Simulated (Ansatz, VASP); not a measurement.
**One calculation of WS2, two programs**

Contents of INCAR:

```
SYSTEM = WS2
PREC     = Accurate       ! precision mode
ENCUT    = 520            ! plane-wave cutoff, eV
EDIFF    = 1E-6           ! SCF threshold, eV
ISMEAR   = 0              ! smearing method
SIGMA    = 0.02           ! smearing width, eV
LREAL    = .False.        ! projectors in reciprocal space
LASPH    = .True.         ! aspherical terms in the spheres
NELM     = 80             ! most SCF steps
ALGO     = Normal         ! electronic algorithm
ISIF     = 2              ! what is computed and relaxed
LWAVE    = .False.        ! write WAVECAR
LCHARG   = .True.         ! write CHGCAR
GGA      = PS             ! functional
LELF     = .True.         ! ELF
LVHAR    = .True.       
NBANDS   = 20             ! bands
```

File KPOINTS:

```
regular mesh
0
Gamma
  12 12 12
  0 0 0
```

The input POSCAR:

```
WS2
1.0
    1.5341409834      0.8857367097      6.5429294947
   -1.5341409834      0.8857367097      6.5429294947
    0.0000000000     -1.7714734194      6.5429294947
W S
1 2
Direct
   -0.0056683106     -0.0056683106     -0.0056683106
    0.7486869349      0.7486869349      0.7486869349
    0.5882813757      0.5882813757      0.5882813757
```

Input for Ansatz:

```yaml
crystal:
  lattice:
    - [1.5341409834, 0.8857367097, 6.5429294947]
    - [-1.5341409834, 0.8857367097, 6.5429294947]
    - [0.0, -1.7714734194, 6.5429294947]
  atoms:
    - { symbol: W, position: [-0.0056683106, -0.0056683106, -0.0056683106] }
    - { symbol: S, position: [0.7486869349, 0.7486869349, 0.7486869349] }
    - { symbol: S, position: [0.5882813757, 0.5882813757, 0.5882813757] }
basis:
  ecutwfc: 420
kpoints:
  mp_grid: { grid: [12, 12, 12] }
hamiltonian:
  xc: pbesol
scf:
  occupations: { method: gaussian, width: 0.02 }
output:
  forces: true
  stress: true
  eigenvalues: true
  populations: true
```

Alike in both runs: task single point; functional PBEsol; k mesh 12 × 12 × 12; occupations gaussian, width 0.02 eV; no spin polarisation.

|  | VASP | Ansatz |
| --- | --- | --- |
| version | VASP 6.6.1 | Ansatz 0.2.0 |
| potentials or method | VASP PAW PBE potentials, release 64 (W_sv, S), cutoff 520 eV | scalar-relativistic, plane waves, PAW |
| valence electrons in the cell | 26 | 26 |

|  | VASP | Ansatz | Ansatz less VASP |
| --- | --- | --- | --- |
| gap on the k mesh at the Fermi level (eV) | 0.96 | 0.95 | -0.016 |
| least direct gap on the mesh (eV) | 1.98 | 1.97 | -0.015 |
| pressure (GPa) | 10.4 | 10.2 | -0.15 |
| traceless stress, the component that is largest in VASP (GPa) | -4.09 | -4.10 | -0.004 |
| rms of the force components (eV/Å) | 2.229 | 2.221 | -0.0079 |

VASP's potentials were made for PBE, not for PBEsol. Atom by atom the forces differ by 0.013 eV/Å (rms over components). With one functional, cell and mesh, what is left measures potentials, basis and numerics.

Neither program's run includes spin-orbit coupling.
